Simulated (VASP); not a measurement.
Set up this calculation in VASP 6.6.1, as the native input.

```yaml
Task: single point
Functional: PBE
Potentials_or_basis: VASP PAW PBE potentials, release 64 (Cd, S)
Cutoff: 520 eV
k_mesh: 4 × 4 × 4
Occupations: fermi-dirac, width 0.05 eV
Spin: no spin polarisation
Dipole_correction: no
Further_INCAR_settings: ALGO = Normal; EDIFF = 1e-06; NBANDS = 16
```

The structure of CdS (Hawleyite) lies in POSCAR:

```
CdS
1.0
    0.0000000000      2.9165000000      2.9165000000
    2.9165000000      0.0000000000      2.9165000000
    2.9165000000      2.9165000000      0.0000000000
Cd S
1 1
Direct
    0.0000000000      0.0000000000      0.0000000000
    0.7500000000      0.7500000000      0.7500000000
```

These files were run (other wordings do the same):

INCAR

```
SYSTEM = CdS
PREC = Accurate ; ENCUT = 520
EDIFF = 1E-6 ; ISMEAR = -1
SIGMA = 0.05 ; LREAL = .False.
LASPH = .True. ; NELM = 100
ALGO = Normal ; ISIF = 2
LWAVE = .False. ; LCHARG = .False.
GGA = PE ; NBANDS = 16
```

KPOINTS

```
Automatic mesh
0
Gamma
  4 4 4
  0 0 0
```

Potentials or basis: VASP PAW PBE potentials, release 64 (Cd, S).

Command:

```console
$ cat potpaw_PBE.64/Cd/POTCAR potpaw_PBE.64/S/POTCAR > POTCAR
$ mpirun -np 1 vasp_std > vasp.out
```

It gave:

- Pressure: 3.4 GPa
- Band gap on the k mesh: 1.14 eV, direct

Caveat: the k points lie up to 0.47 Å⁻¹ apart.

It took 7.7 s on 1 thread of Intel Xeon 6975P-C, with other jobs on the host, peak memory 0.17 GiB.
